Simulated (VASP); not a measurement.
Crystal: NaCl.

```
CELL_PARAMETERS angstrom
0.00000 2.81000 2.81000
2.81000 0.00000 2.81000
2.81000 2.81000 0.00000
ATOMIC_POSITIONS crystal
Na 0.00000 0.00000 0.00000
Cl 0.50000 0.50000 0.50000
```

- Program: VASP 6.6.1
- Task: relaxation of cell and atoms
- Functional: PBE
- Potentials or basis: VASP PAW PBE potentials, release 64 (Na_pv, Cl)
- Cutoff: 600 eV
- k mesh: 8 × 8 × 8
- Occupations: fermi-dirac, width 0.02 eV
- Spin: no spin polarisation

At the start: pressure 1.1 GPa; volume 22.19 Å³/atom.

How do energy, volume and symmetry change on relaxing?

Over 3 steps the energy falls by 2.9 meV/atom and the volume is 23.14 Å³/atom (+4.3 %); space group Fm-3m (No. 225, to 0.1 Å) before and after.

Step by step:
| step | energy change (eV) | largest force (eV/Å) | pressure (GPa) | volume (Å³) |
| --- | --- | --- | --- | --- |
| 1 | 0.0000 | 0.0000 | 1.05 | 44.38 |
| 2 | -0.0045 | 0.0000 | 0.52 | 45.32 |
| 3 | -0.0058 | 0.0000 | 0.00 | 46.28 |

Final structure:
```
CELL_PARAMETERS angstrom
0.00000 2.84956 2.84956
2.84956 0.00000 2.84956
2.84956 2.84956 0.00000
ATOMIC_POSITIONS crystal
Na 0.00000 0.00000 0.00000
Cl 0.50000 0.50000 0.50000
```
